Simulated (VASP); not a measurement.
Input of a VASP 6.6.1 run:

The input INCAR:

```
SYSTEM = TiC
PREC = Accurate
ENCUT = 520
EDIFF = 1E-7
ISMEAR = 0
SIGMA = 0.1
LREAL = .FALSE.
LASPH = .TRUE.
NELM = 100
ALGO = Normal
ISIF = 2
LWAVE = .FALSE.
LCHARG = .FALSE.
GGA = PE
NBANDS = 15
```

Contents of KPOINTS:

```
regular mesh
0
G
  22 22 22
  0 0 0
```

File POSCAR:

```
TiC
1.0
    0.0000000000      2.1664017924      2.1664017924
    2.1664017924      0.0000000000      2.1664017924
    2.1664017924      2.1664017924      0.0000000000
Ti C
1 1
Direct
    0.5000000000      0.5000000000      0.5000000000
    0.0000000000      0.0000000000      0.0000000000
```

Potentials or basis: VASP PAW PBE potentials, release 64 (Ti_sv, C).

Launch:

```sh
$ cat potpaw_PBE.64/Ti_sv/POTCAR potpaw_PBE.64/C/POTCAR > POTCAR
$ mpirun -np 1 vasp_std > vasp.out
```

(1) What does it give for the pressure?

(2) What does it give for the band gap on the k mesh?

## Answers

(1) 0.2 GPa.

(2) zero (band 8 reaches 10.09 eV, above the bottom of band 9 at 8.99 eV).
